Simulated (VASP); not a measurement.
A run of VASP 6.6.1:

Contents of INCAR:

```
SYSTEM = Re
PREC     = Accurate       ! precision mode
ENCUT    = 520            ! plane-wave cutoff, eV
EDIFF    = 1E-7           ! SCF threshold, eV
ISMEAR   = -1             ! smearing method
SIGMA    = 0.05           ! smearing width, eV
LREAL    = .False.        ! projectors in reciprocal space
LASPH    = .True.         ! aspherical terms in the spheres
NELM     = 80             ! most SCF steps
ALGO     = Fast           ! electronic algorithm
ISIF     = 2              ! what is computed and relaxed
LWAVE    = .False.        ! write WAVECAR
LCHARG   = .True.         ! write CHGCAR
GGA      = PE             ! functional
LELF     = .True.         ! ELF
LVHAR    = .True.       
NBANDS   = 22             ! bands
```

File KPOINTS:

```
Automatic mesh
0
Gamma
  11 11 3
  0 0 0
```

POSCAR

```
Re
1.0
    2.7745400634      0.0000000000      0.0000000000
   -1.3872700317      2.4028221788      0.0000000000
    0.0000000000      0.0000000000      8.9736613836
Re
4
Direct
    0.6666666667      0.3333333333      0.7500000000
    0.0000000000      0.0000000000      0.5000000000
    0.3333333333      0.6666666667      0.2500000000
    0.0000000000      0.0000000000      0.0000000000
```

Potentials or basis: VASP PAW PBE potentials, release 64 (Re).

Command:

```bash
$ cat potpaw_PBE.64/Re/POTCAR > POTCAR
$ mpirun -np 1 vasp_std > vasp.out
```

Hardware: 1 thread of Intel(R) Xeon(R) Platinum 8259CL CPU @ 2.50GHz (Skylake/Cascade Lake), with other jobs on the host.

Task: How long does it take, and how much memory?

Result: Wall time 2 min on 1 thread of Intel(R) Xeon(R) Platinum 8259CL CPU @ 2.50GHz (Skylake/Cascade Lake), with other jobs on the host, peak memory 0.2 GiB. Counts: scf iterations 20, k points 32.
